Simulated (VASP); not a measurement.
# Fe (P6_3/mmc) in VASP: further runs, part 2 of 2

VASP 6.6.1. The steps go on from the part before.

## 3. Single point, BLYP, collinear spin, ferrimagnetic start (9.59 Å³/atom)

This run uses another cell than the first one, of 9.59 Å³/atom.

INCAR

```
SYSTEM = Fe
AGGAC    = 1.0          
AGGAX    = 1.0          
ALDAC    = 0.0          
ALDAX    = 1.0          
ALGO     = Normal         ! electronic algorithm
EDIFF    = 1E-7           ! SCF threshold, eV
ENCUT    = 520            ! plane-wave cutoff, eV
GGA      = B5             ! functional
ISIF     = 2              ! what is computed and relaxed
ISMEAR   = -1             ! smearing method
ISPIN    = 2              ! spin polarisation
LASPH    = .True.         ! aspherical terms in the spheres
LCHARG   = .False.        ! write CHGCAR
LMAXMIX  = 4              ! l up to which the mixer works
LORBIT   = 11             ! projections on sites
LREAL    = .False.        ! projectors in reciprocal space
LWAVE    = .False.        ! write WAVECAR
MAGMOM   = 1.44 -1.095 -0.94 -0.94 ! initial moments
NBANDS   = 28             ! bands
NELM     = 150            ! most SCF steps
PREC     = Accurate       ! precision mode
SIGMA    = 0.05           ! smearing width, eV
```

KPOINTS

```
k-points
0
Gamma
  16 16 5
  0 0 0
```

POSCAR

```
Fe
1.0
    2.3821276469      0.0000000000      0.0000000000
   -1.1910638235      2.0629830573      0.0000000000
    0.0000000000      0.0000000000      7.8061143359
Fe
4
Direct
    0.0000000000      0.0000000000      0.0000000000
    0.0000000000      0.0000000000      0.5000000000
    0.3333333333      0.6666666667      0.2500000000
    0.6666666667      0.3333333333      0.7500000000
```

Potentials or basis: VASP PAW PBE potentials, release 64 (Fe).

On the command line:

```
$ cat potpaw_PBE.64/Fe/POTCAR > POTCAR
$ mpirun -np 1 vasp_std > vasp.out
```

OUTCAR:

```text
SYSTEM = Fe
   EDIFF = 1E-7
   ENCUT = 520
   GGA = B5
   ISIF = 2
   ISMEAR = -1
   ISPIN = 2
   LASPH = .True.
   LORBIT = 11
   LREAL = .False.
   NELM = 150
   PREC = Accurate

 ion  position               nearest neighbor table
   1  0.000  0.000  0.000-   3 2.39   4 2.39   4 2.39   3 2.39   4 2.39   3 2.39
   2  0.000  0.000  0.500-   3 2.39   4 2.39   4 2.39   3 2.39   4 2.39   3 2.39
   3  0.333  0.667  0.250-   1 2.39   2 2.39   1 2.39   2 2.39   1 2.39   2 2.39
   4  0.667  0.333  0.750-   1 2.39   2 2.39   1 2.39   2 2.39   1 2.39   2 2.39

  LATTYP: Found a hexagonal cell.
 ALAT       =     2.3821276469
 C/A-ratio  =     3.2769504800

  Lattice vectors:

 A1 = (   2.3821276469,   0.0000000000,   0.0000000000)
 A2 = (  -1.1910638235,   2.0629830573,   0.0000000000)
 A3 = (   0.0000000000,   0.0000000000,   7.8061143359)

Analysis of symmetry for initial positions (statically):
=====================================================================
 Subroutine PRICEL returns:
 Original cell was already a primitive cell.

 Routine SETGRP: Setting up the symmetry group for a
 hexagonal supercell.

 Subroutine GETGRP returns: Found 24 space group operations
 (whereof 12 operations were pure point group operations)
 out of a pool of 24 trial point group operations.

The static configuration has the point symmetry D_3d.
 The point group associated with its full space group is D_6h.

Analysis of symmetry for dynamics (positions and initial velocities):
=====================================================================
 Subroutine PRICEL returns:
 Original cell was already a primitive cell.

 Routine SETGRP: Setting up the symmetry group for a
 hexagonal supercell.

 Subroutine GETGRP returns: Found 24 space group operations
 (whereof 12 operations were pure point group operations)
 out of a pool of 24 trial point group operations.

[... 164 lines left out ...]

  energy without entropy =      -27.55984197  energy(sigma->0) =      -27.58660712

 E-fermi :   8.1191     XC(G=0): -13.4993

 val. band max:        8.1175604075   @ k =   0.0625   0.0000   0.2000
 cond. band min:       8.1202412289   @ k =   0.0000   0.1250   0.2000
 fundamental gap:      0.0026808214
 Fermi energy:         8.1190589219

 spin component 1

 k-point     1 :       0.0000    0.0000    0.0000
  band No.  band energies     occupation
      1      -0.9300      1.00000
      2       1.4638      1.00000
      3       1.4876      1.00000
      4       2.9007      1.00000
      5       5.7286      1.00000
      6       5.8087      1.00000
[... 733 lines left out ...]
     27      21.4448      0.00000
     28      22.3209      0.00000

 [... further k-points ...]

 spin component 2

 k-point     1 :       0.0000    0.0000    0.0000
  band No.  band energies     occupation
      1      -0.9424      1.00000
      2       1.4566      1.00000
      3       1.4620      1.00000
      4       2.8615      1.00000
      5       5.6930      1.00000
      6       5.7370      1.00000
[... 733 lines left out ...]
     27      21.3983      0.00000
     28      22.2864      0.00000

 [... further k-points ...]

------------------------ aborting loop because EDIFF is reached ----------------------------------------

  FORCE on cell =-STRESS in cart. coord.  units (eV):
  Direction    XX          YY          ZZ          XY          YZ          ZX
  --------------------------------------------------------------------------------------
  -------------------------------------------------------------------------------------
  Total        9.0870657      9.0870657      7.0150412     -0.0000000      0.0000000      0.0000000
  in kB      379.5234798    379.5234798    292.9848794     -0.0000000      0.0000000      0.0000000
  external PRESSURE =     350.6772796 kB  Pullay stress =       0.0000000 kB

 VOLUME and BASIS-vectors are now :
 -----------------------------------------------------------------------------
  energy-cutoff  :      520.00
  volume of cell :       38.36
      direct lattice vectors                 reciprocal lattice vectors
     2.382127647  0.000000000  0.000000000     0.419792785  0.242367478  0.000000000
    -1.191063823  2.062983057  0.000000000     0.000000000  0.484734955  0.000000000
     0.000000000  0.000000000  7.806114336     0.000000000  0.000000000  0.128104708

 POSITION                                       TOTAL-FORCE (eV/Angst)
 -----------------------------------------------------------------------------------
      0.00000      0.00000      0.00000         0.000000      0.000000      0.000000
      0.00000      0.00000      3.90306         0.000000      0.000000      0.000000
     -0.00000      1.37532      1.95153        -0.000000      0.000000      0.004242
      1.19106      0.68766      5.85459         0.000000     -0.000000     -0.004242
 -----------------------------------------------------------------------------------
    total drift:                                0.000000     -0.000000      0.000000

  FREE ENERGIE OF THE ION-ELECTRON SYSTEM (eV)
  ---------------------------------------------------
  free  energy   TOTEN  =       -27.6133722773 eV

  energy  without entropy=      -27.5598419726  energy(sigma->0) =      -27.58660712

 total charge

# of ion       s       p       d       tot
------------------------------------------
    1        0.566   0.674   6.460   7.700
    2        0.566   0.674   6.461   7.700
    3        0.566   0.675   6.463   7.704
    4        0.566   0.675   6.463   7.704
--------------------------------------------------
tot          2.262   2.697  25.848  30.808

 magnetization (x)

# of ion       s       p       d       tot
------------------------------------------
    1        0.002   0.001   0.394   0.398
    2        0.001   0.004  -0.369  -0.365
    3        0.000   0.000  -0.218  -0.218
    4        0.000   0.000  -0.218  -0.218
--------------------------------------------------
tot          0.003   0.006  -0.412  -0.402
```

OSZICAR:

```text
N       E                     dE             d eps       ncg     rms          rms(c)
DAV:   1     0.236089597947E+03    0.23609E+03   -0.13504E+04 15552   0.153E+03
DAV:   2    -0.190831109353E+02   -0.25517E+03   -0.23407E+03 14788   0.309E+02
DAV:   3    -0.322698586356E+02   -0.13187E+02   -0.12037E+02 15848   0.101E+02
DAV:   4    -0.324428448756E+02   -0.17299E+00   -0.17266E+00 16196   0.132E+01
[... 22 lines left out ...]
DAV:  27    -0.276133625537E+02   -0.50321E-05   -0.12004E-04 21468   0.145E-01    0.497E-03
DAV:  28    -0.276133678786E+02   -0.53249E-05   -0.36584E-04 25120   0.244E-01    0.313E-03
DAV:  29    -0.276133715746E+02   -0.36960E-05   -0.90286E-05 27332   0.109E-01    0.270E-03
DAV:  30    -0.276133722569E+02   -0.68231E-06   -0.20934E-06 15280   0.139E-02    0.247E-03
DAV:  31    -0.276133722773E+02   -0.20402E-07   -0.13875E-08  8088   0.177E-03
   1 F= -.27613372E+02 E0= -.27586607E+02  d E =-.535303E-01  mag=    -0.4113
```

It took 5.2 min on 1 thread of Intel Xeon 6975P-C (Granite Rapids), shared host; peak memory 0.3 GiB.

What came out:

* Free energy: -27.6134 eV
* Pressure: 35.1 GPa
* Largest force: 0.004 eV/Å
* Net moment: -0.41 μB per cell
* Site moments: Fe +0.40, -0.36, -0.22 (each value once) μB
* Valence electrons inside the program's atomic spheres: Fe 7.70

Forces on the atoms (eV/Å):
```
Fe   0.000  0.000  0.000
Fe   0.000  0.000  0.000
Fe   0.000  0.000  0.004
Fe   0.000  0.000 -0.004
```

Levels at points of the mesh, in eV from the Fermi level:
Spin up:
| k point | band 13 | band 14 | band 15 | band 16 | band 17 | band 18 |
| --- | --- | --- | --- | --- | --- | --- |
| (0.00, 0.00, 0.00) | -1.46 | -1.43 | -1.43 | -0.49 | -0.49 | 0.17 |
| (0.50, 0.00, 0.00) | -0.43 | 0.91 | 1.10 | 1.18 | 1.20 | 1.25 |
Spin down:
| k point | band 13 | band 14 | band 15 | band 16 | band 17 | band 18 | band 19 | band 20 |
| --- | --- | --- | --- | --- | --- | --- | --- | --- |
| (0.00, 0.00, 0.00) | -1.64 | -1.44 | -1.44 | -0.56 | -0.56 | -0.13 | -0.13 | 0.36 |
| (0.50, 0.00, 0.00) | -0.61 | 0.87 | 1.02 | 1.02 | 1.04 | 1.16 | 1.16 | 1.23 |

Caveat: the stress differs along the axes, from 29 to 38 GPa; the PAW data sets were made with another functional, which shifts forces and pressure a little.
